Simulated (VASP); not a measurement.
Here is a VASP 6.6.1 calculation.

The input INCAR:

```
SYSTEM = Ge
ALGO = Normal
EDIFF = 1E-6
ENCUT = 500
GGA = PS
GGA_COMPAT = .False.
ISIF = 2
ISMEAR = 0
LASPH = .True.
LCHARG = .False.
LREAL = .False.
LWAVE = .False.
NBANDS = 36
NELM = 120
PREC = Accurate
SIGMA = 0.1
```

File KPOINTS:

```
k-points
0
Gamma
  12 12 6
  0 0 0
```

POSCAR

```
Ge
1.0
    4.0778213060      0.0000000000      0.0000000000
   -2.0389106530      3.5314968431      0.0000000000
    0.0000000000      0.0000000000      6.7176208648
Ge
4
Direct
    0.6666666667      0.3333333333      0.0626389596
    0.3333333333      0.6666666667      0.5626389596
    0.6666666667      0.3333333333      0.4373610404
    0.3333333333      0.6666666667      0.9373610404
```

Potentials or basis: VASP PAW PBE potentials, release 64 (Ge_d).

Command:

```console
$ cat potpaw_PBE.64/Ge_d/POTCAR > POTCAR
$ mpirun -np 1 vasp_std > vasp.out
```

Predict the band gap on the k mesh.

zero (band 28 reaches 4.24 eV, above the bottom of band 29 at 4.23 eV).

What does it give for the pressure?

-3.6 GPa.

Caveat: the PAW data sets were made with another functional, which shifts forces and pressure a little.
